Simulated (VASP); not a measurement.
**Al2Cl: single point with PBE**

Crystal: Al2Cl.

```xyz
3
Lattice="3.0606 0.0000 0.0000 0.0000 3.0606 0.0000 0.0000 0.0000 6.9571" Properties=species:S:1:pos:R:3 pbc="T T T"
Al    1.5303    1.5303    2.0777
Al    1.5303    1.5303    4.8794
Cl    0.0000    0.0000    0.0000
```

The cell was built from a structure type or drawn by symmetry, and may not be a known phase.

```json
{"Program": "VASP 6.6.1", "Task": "single point", "Functional": "PBE", "Potentials or basis": "VASP PAW PBE potentials, release 64 (Al, Cl)", "Cutoff": "520 eV", "k mesh": "6 × 6 × 4", "Occupations": "gaussian, width 0.1 eV", "Spin": "no spin polarisation"}
```

```json
{"Pressure": "-0.1 GPa", "Largest force": "0.009 eV/Å", "Band gap on the k mesh": "zero (an odd number of electrons rules out a gap without spin polarisation)"}
```

Forces on the atoms (eV/Å):
```
Al   0.000  0.000 -0.009
Al   0.000  0.000  0.009
Cl   0.000  0.000  0.000
```

Stress tensor (GPa, compression positive):
```
-0.30  0.00  0.00
 0.00 -0.30  0.00
 0.00  0.00  0.25
```

Levels at points of the mesh, in eV from the Fermi level:
| k point | band 4 | band 5 | band 6 | band 7 | band 8 | band 9 | band 10 | band 11 |
| --- | --- | --- | --- | --- | --- | --- | --- | --- |
| (0.00, 0.00, 0.00) | -2.50 | -2.50 | -1.55 | -0.27 | 5.21 | 5.93 | 6.23 | 6.97 |
| (0.50, 0.00, 0.00) | -3.89 | -2.84 | -2.55 | -1.94 | 1.41 | 3.24 | 5.18 | 5.71 |
| (0.50, 0.50, 0.00) | -4.01 | -1.81 | 0.21 | 0.21 | 0.64 | 0.64 | 1.29 | 1.33 |
| (0.00, 0.00, 0.50) | -4.73 | -2.50 | -2.50 | 2.64 | 3.20 | 6.35 | 6.35 | 6.35 |
| (0.50, 0.00, 0.50) | -4.82 | -1.94 | -1.18 | -0.74 | -0.62 | 0.74 | 6.94 | 7.32 |
| (0.50, 0.50, 0.50) | -4.04 | -1.46 | -0.63 | -0.63 | -0.43 | 2.24 | 2.24 | 3.85 |

Wall time 7.7 s on 1 thread of Intel(R) Xeon(R) 6975P-C (Granite Rapids), with other jobs on the host, peak memory 0.17 GiB.

Caveat: an odd number of electrons without spin polarisation forces a metal; a magnetic or distorted state may lie lower.
